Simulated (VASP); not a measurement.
Crystal: Al3GaSb4.

```
Al Ga Sb
1.0
     6.22478    0.00000    0.00000
     0.00000    6.22478    0.00000
     0.00000    0.00000    6.22478
Al Ga Sb
3 1 4
Cartesian
  3.1124 0.0000 0.0000
  0.0000 0.0000 3.1124
  0.0000 3.1124 0.0000
  3.1124 3.1124 3.1124
  1.5556 4.6692 1.5556
  1.5556 1.5556 4.6692
  4.6692 4.6692 4.6692
  4.6692 1.5556 1.5556
```

Base run:

* Program: VASP 6.6.1
* Functional: PBE
* Potentials or basis: VASP PAW PBE potentials, release 64 (Al, Ga_d, Sb)
* Cutoff: 520 eV
* k mesh: 6 × 6 × 6
* Occupations: gaussian, width 0.02 eV
* Spin: no spin polarisation

Its results: band gap on the k mesh 0.40 eV (least direct gap 0.61 eV); pressure 0.1 GPa; largest force 0.010 eV/Å.

The run is repeated on the same cell with these changes: functional from PBE to r2SCAN. What comes out?

Band gap on the k mesh 0.68 eV (least direct gap 0.92 eV); pressure -1.3 GPa; largest force 0.057 eV/Å.

Caveats: spin-orbit coupling is left out, which moves the levels of the heavy elements; the PAW data sets were made with another functional, which shifts forces and pressure a little (at least some runs).

A k mesh can miss the band edges.
